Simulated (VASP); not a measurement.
Input of a VASP 6.6.1 run:

INCAR

```
ALGO = Normal ; EDIFF = 1E-6
EDIFFG = -0.01 ; ENCUT = 600
GGA = PE ; IBRION = 2
ISIF = 3 ; ISMEAR = 0
LASPH = T ; LCHARG = F
LREAL = F ; LWAVE = F
NELM = 60 ; NSW = 100
PREC = Accurate ; SIGMA = 0.01
```

The input KPOINTS:

```
k-points
0
Gamma
  6 6 6
```

File POSCAR:

```
CdS
1.0
    0.0000000000      2.9165000000      2.9165000000
    2.9165000000      0.0000000000      2.9165000000
    2.9165000000      2.9165000000      0.0000000000
Cd S
1 1
Direct
    0.0000000000      0.0000000000      0.0000000000
    0.2500000000      0.2500000000      0.2500000000
```

Potentials or basis: VASP PAW PBE potentials, release 64 (Cd, S).

The run is started by

```sh
$ cat potpaw_PBE.64/Cd/POTCAR potpaw_PBE.64/S/POTCAR > POTCAR
$ mpirun -np 1 vasp_std > vasp.out
```

(1) Estimate the band gap on the k mesh.

(2) Predict the relaxed cell.

(3) Estimate the relaxed volume.

Answers

(1) 1.03 eV, direct.

(2) a = 4.198 Å, b = 4.198 Å, c = 4.198 Å, α = 60.00°, β = 60.00°, γ = 60.00°.

(3) 26.15 Å³/atom.
